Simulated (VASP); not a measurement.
# Cu (Fm-3m) in VASP: a series of runs

The runs below take Cu through single point, with r2SCAN.

All numbers are computed with VASP 6.6.1; they aren't measurements. Logs are shortened: lines on timing, memory, paths and dates and some standing lists are left out, and cuts for length are marked.

**1. The cell of the first run**

Symmetry: Fm-3m, No. 225, cubic system. The conventional cell has a = 3.428 Å, b = 3.428 Å, c = 3.428 Å, α = 90.00°, β = 90.00°, γ = 90.00°. Cu (site symmetry m-3m) has 12 Cu at 2.42 Å within 3.2 Å.

**2. Single point, r2SCAN (volume scaled by 0.88)**

Contents of POSCAR:

```
Cu
1.0
    0.0000000000      1.7138333031      1.7138333031
    1.7138333031      0.0000000000      1.7138333031
    1.7138333031      1.7138333031      0.0000000000
Cu
1
Direct
    0.0000000000      0.0000000000      0.0000000000
```

Contents of INCAR.step1:

```
ALGO = Normal ; EDIFF = 1E-4
ENCUT = 520 ; GGA = PE
ISMEAR = 0 ; LASPH = True
LCHARG = False ; LREAL = False
LWAVE = True ; NBANDS = 12
NELM = 100 ; PREC = Accurate
SIGMA = 0.1
```

Contents of INCAR.step2:

```
ALGO = Normal ; EDIFF = 1E-6
ENCUT = 520 ; ISIF = 2
ISMEAR = 0 ; ISTART = 1
LASPH = True ; LCHARG = False
LMIXTAU = True ; LREAL = False
LWAVE = False ; METAGGA = R2SCAN
NBANDS = 12 ; NELM = 100
PREC = Accurate ; SIGMA = 0.1
```

Contents of KPOINTS:

```
k-points
0
Gamma
  20 20 20
```

Potentials or basis: VASP PAW PBE potentials, release 64 (Cu).

Run with:

```console
> cat potpaw_PBE.64/Cu/POTCAR > POTCAR
> cp INCAR.step1 INCAR
> mpirun -np 1 vasp_std > vasp.out
> cp INCAR.step2 INCAR
> mpirun -np 1 vasp_std > vasp.out
```

OUTCAR:

```text
EDIFF = 1E-6
   ENCUT = 520
   ISIF = 2
   ISMEAR = 0
   ISTART = 1
   LASPH = True
   LREAL = False
   METAGGA = R2SCAN
   NELM = 100
   PREC = Accurate

 ion  position               nearest neighbor table
   1  0.000  0.000  0.000-

  LATTYP: Found a face centered cubic cell.
 ALAT       =     3.4276666062

  Lattice vectors:

 A1 = (   0.0000000000,   1.7138333031,   1.7138333031)
 A2 = (   1.7138333031,   0.0000000000,   1.7138333031)
 A3 = (   1.7138333031,   1.7138333031,   0.0000000000)

Analysis of symmetry for initial positions (statically):
=====================================================================
 Subroutine PRICEL returns:
 Original cell was already a primitive cell.

 Routine SETGRP: Setting up the symmetry group for a
 face centered cubic supercell.

 Subroutine GETGRP returns: Found 48 space group operations
 (whereof 48 operations were pure point group operations)
 out of a pool of 48 trial point group operations.

The static configuration has the point symmetry O_h .

Analysis of symmetry for dynamics (positions and initial velocities):
=====================================================================
 Subroutine PRICEL returns:
 Original cell was already a primitive cell.

 Routine SETGRP: Setting up the symmetry group for a
 face centered cubic supercell.

 Subroutine GETGRP returns: Found 48 space group operations
 (whereof 48 operations were pure point group operations)
 out of a pool of 48 trial point group operations.

The dynamic configuration has the point symmetry O_h .

 Subroutine INISYM returns: Found 48 space group operations
 (whereof 48 operations are pure point group operations),
 and found     1 'primitive' translations

----------------------------------------------------------------------------------------

                                     Primitive cell

  volume of cell :      10.0678

  direct lattice vectors                    reciprocal lattice vectors
     0.000000000  1.713833303  1.713833303    -0.291743660  0.291743660  0.291743660
     1.713833303  0.000000000  1.713833303     0.291743660 -0.291743660  0.291743660
     1.713833303  1.713833303  0.000000000     0.291743660  0.291743660 -0.291743660

  length of vectors
     2.423726301  2.423726301  2.423726301     0.505314841  0.505314841  0.505314841

  position of ions in fractional coordinates (direct lattice)
     0.000000000  0.000000000  0.000000000

  ion indices of the primitive-cell ions
   primitive index   ion index
                 1           1

[... 77 lines left out ...]
   ISIF   =      2    stress and relaxation
   ISYM   =      2    0-nonsym 1-usesym 2-fastsym
   POTIM  = 0.5000    time-step for ionic-motion
   TEBEG  =    0.0;   TEEND  =   0.0 temperature during run
   PSTRESS=    0.0 pullay stress
   NELECT =      11.0000    total number of electrons
   NUPDOWN=      -1.0000    fix difference up-down
   EMIN   =  10.00;   EMAX   =-10.00  energy-range for DOS
   EFERMI =   0.00;   METHOD = LEGACY
   ISMEAR =     0;   SIGMA  =   0.10  broadening in eV -4-tet -1-fermi 0-gaus
   EFERMI_NEDOS =   21; number of points for ismear=-14 and -15
   IALGO  =     38    algorithm
   IMIX   =      4    mixing-type and parameters
     AMIX     =   0.40;   BMIX     =  1.00
     AMIX_MAG =   1.60;   BMIX_MAG =  1.00
  volume/ion in A,a.u.               =      10.07        67.94
  Fermi-wavevector in a.u.,A,eV,Ry     =   1.686141  3.186344 38.682323  2.843071
  Thomas-Fermi vector in A             =   2.768859
   LORBIT       =      0    0 simple, 1 ext, 2 COOP (PROOUT), +10 PAW based schemes
   METAGGA = R2SCAN    functional components
   LHFCALC =     F    Hartree Fock is set to
   AEXX    =    0.0000 exact exchange contribution
   IVDW    =     0    specifies the selected vdW correction
   LEPSILON=     F    determine dielectric tensor
   LRPA    =     F    only Hartree local field effects (RPA)
 non-spin polarized calculation
 Gauss-broadening in eV      SIGMA  =   0.10
  energy-cutoff  :      520.00
  volume of cell :       10.07
 maximum number of plane-waves:       290
 NGX is ok and might be reduce to    18
   NGX =  9   NGY =  9   NGZ =  9

 number of electron      11.0000007 magnetization

 Free energy of the ion-electron system (eV)
  ---------------------------------------------------
  ext. energy  EPLUGINS =         0.00000000
  ---------------------------------------------------
  free energy    TOTEN  =       -10.71213167 eV

  energy without entropy =      -10.71104549  energy(sigma->0) =      -10.71158858

 E-fermi :   9.5436     XC(G=0): -14.8521

 val. band max:        9.5119565682   @ k =   0.5000   0.3000   0.1500
 cond. band min:       9.5740608712   @ k =   0.5000   0.2500   0.1000
 fundamental gap:      0.0621043030
 Fermi energy:         9.5435680717

 k-point     1 :       0.0000    0.0000    0.0000
  band No.  band energies     occupation
      1      -1.4628      2.00000
      2       5.8458      2.00000
      3       5.8459      2.00000
      4       5.8459      2.00000
      5       6.8970      2.00000
      6       6.8970      2.00000
      7      34.2257      0.00000
      8      38.5716      0.00000
      9      38.5716      0.00000
     10      38.5719      0.00000
     11      41.2271      0.00000
     12      41.2272      0.00000
[... 331 lines left out ...]
 k-point    24 :      -0.3500    0.0500    0.0000
  band No.  band energies     occupation
      1       2.8308      2.00000
      2       5.8602      2.00000
      3       5.9136      2.00000
      4       6.0244      2.00000
      5       7.3132      2.00000
      6       7.6676      2.00000
      7      18.2137      0.00000
      8      31.9744      0.00000
      9      34.6582      0.00000
     10      36.6753      0.00000
     11      38.4896      0.00000
     12      40.5877      0.00000

 [... further k-points ...]
[... 5 lines left out ...]
  --------------------------------------------------------------------------------------
  -------------------------------------------------------------------------------------
  Total        1.8484953      1.8484953      1.8484953     -0.0000000      0.0000000      0.0000000
  in kB      294.1664923    294.1664923    294.1664923     -0.0000000      0.0000000      0.0000000
  external PRESSURE =     294.1664923 kB  Pullay stress =       0.0000000 kB

 VOLUME and BASIS-vectors are now :
 -----------------------------------------------------------------------------
  energy-cutoff  :      520.00
  volume of cell :       10.07
      direct lattice vectors                 reciprocal lattice vectors
     0.000000000  1.713833303  1.713833303    -0.291743660  0.291743660  0.291743660
     1.713833303  0.000000000  1.713833303     0.291743660 -0.291743660  0.291743660
     1.713833303  1.713833303  0.000000000     0.291743660  0.291743660 -0.291743660

 POSITION                                       TOTAL-FORCE (eV/Angst)
 -----------------------------------------------------------------------------------
      0.00000      0.00000      0.00000         0.000000      0.000000      0.000000
 -----------------------------------------------------------------------------------
    total drift:                                0.000000      0.000000      0.000000

  FREE ENERGIE OF THE ION-ELECTRON SYSTEM (eV)
  ---------------------------------------------------
  free  energy   TOTEN  =       -10.7121316735 eV

  energy  without entropy=      -10.7110454945  energy(sigma->0) =      -10.71158858
```

OUTCAR.step1:

```text
EDIFF = 1E-4
   ENCUT = 520
   GGA = PE
   ISMEAR = 0
   LASPH = True
   LREAL = False
[... 575 lines left out ...]

 POSITION                                       TOTAL-FORCE (eV/Angst)
 -----------------------------------------------------------------------------------
      0.00000      0.00000      0.00000         0.000000      0.000000      0.000000
 -----------------------------------------------------------------------------------
    total drift:                                0.000000     -0.000000      0.000000

  FREE ENERGIE OF THE ION-ELECTRON SYSTEM (eV)
  ---------------------------------------------------
  free  energy   TOTEN  =        -3.5369795282 eV

  energy  without entropy=       -3.5358084008  energy(sigma->0) =       -3.53639396
```

OSZICAR.step1:

```text
N       E                     dE             d eps       ncg     rms          rms(c)
DAV:   1     0.413342750420E+02    0.41334E+02   -0.54298E+03  7056   0.163E+03
DAV:   2    -0.321730278888E+01   -0.44552E+02   -0.41136E+02  6352   0.210E+02
DAV:   3    -0.447535688143E+01   -0.12581E+01   -0.12505E+01  7100   0.394E+01
DAV:   4    -0.448232808464E+01   -0.69712E-02   -0.69702E-02  6932   0.259E+00
DAV:   5    -0.448238477954E+01   -0.56695E-04   -0.56695E-04  7168   0.238E-01    0.781E+00
DAV:   6    -0.379783159727E+01    0.68455E+00   -0.11892E+01  7376   0.685E+01    0.288E+00
DAV:   7    -0.355557178850E+01    0.24226E+00   -0.15583E+00  7368   0.245E+01    0.752E-01
DAV:   8    -0.353763980274E+01    0.17932E-01   -0.80265E-03  8384   0.939E-01    0.190E-01
DAV:   9    -0.353697196528E+01    0.66784E-03   -0.36470E-03  7300   0.108E+00    0.256E-02
DAV:  10    -0.353697952820E+01   -0.75629E-05   -0.22891E-05  4304   0.729E-02
   1 F= -.35369795E+01 E0= -.35363940E+01  d E =-.117113E-02
```

It took 48 s on 1 thread of Intel Xeon 6975P-C (Granite Rapids), shared host; peak memory 0.14 GiB.

Results:

```yaml
Free_energy: -10.7121 eV
Pressure: 29.4 GPa
```

Caveat: the PAW data sets were made with another functional, which shifts forces and pressure a little.

**3. Single point, r2SCAN (volume scaled by 0.91)**

Contents of POSCAR:

```
Cu
1.0
    0.0000000000      1.7330914690      1.7330914690
    1.7330914690      0.0000000000      1.7330914690
    1.7330914690      1.7330914690      0.0000000000
Cu
1
Direct
    0.0000000000      0.0000000000      0.0000000000
```

Contents of INCAR.step1:

```
SYSTEM = Cu
PREC = Accurate
ENCUT = 520
ISMEAR = 0
SIGMA = 0.1
LREAL = .False.
LASPH = .True.
NELM = 80
NBANDS = 12
GGA = PE
ALGO = Normal
EDIFF = 1E-4
LWAVE = .True.
LCHARG = .False.
```

Contents of INCAR.step2:

```
SYSTEM = Cu
PREC = Accurate
ENCUT = 520
EDIFF = 1E-7
ISMEAR = 0
SIGMA = 0.1
LREAL = .False.
LASPH = .True.
NELM = 80
ALGO = Normal
ISIF = 2
LWAVE = .False.
LCHARG = .False.
METAGGA = R2SCAN
LMIXTAU = .True.
NBANDS = 12
ISTART = 1
```

Contents of KPOINTS:

```
Automatic mesh
0
Gamma
  20 20 20
  0 0 0
```

Potentials or basis: VASP PAW PBE potentials, release 64 (Cu).

Run with:

```console
> cat potpaw_PBE.64/Cu/POTCAR > POTCAR
> cp INCAR.step1 INCAR
> mpirun -np 1 vasp_std > vasp.out
> cp INCAR.step2 INCAR
> mpirun -np 1 vasp_std > vasp.out
```

Run time: 57 s. Hardware: 1 thread of Intel Xeon 6975P-C (Granite Rapids), shared host; peak memory 0.14 GiB.

Results (log left out):

```yaml
Free_energy: -10.7655 eV
Pressure: 20.2 GPa
```

Levels at points of the mesh, in eV from the Fermi level:
| k point | band 4 | band 5 | band 6 | band 7 | band 8 | band 9 |
| --- | --- | --- | --- | --- | --- | --- |
| (0.00, 0.00, 0.00) | -3.56 | -2.56 | -2.56 | 24.43 | 28.49 | 28.49 |
| (0.50, 0.00, 0.00) | -1.85 | -1.85 | -1.43 | 4.68 | 22.86 | 25.26 |
| (0.50, 0.50, 0.00) | -1.66 | -1.66 | 1.51 | 8.38 | 14.83 | 14.83 |

Caveat: the PAW data sets were made with another functional, which shifts forces and pressure a little.
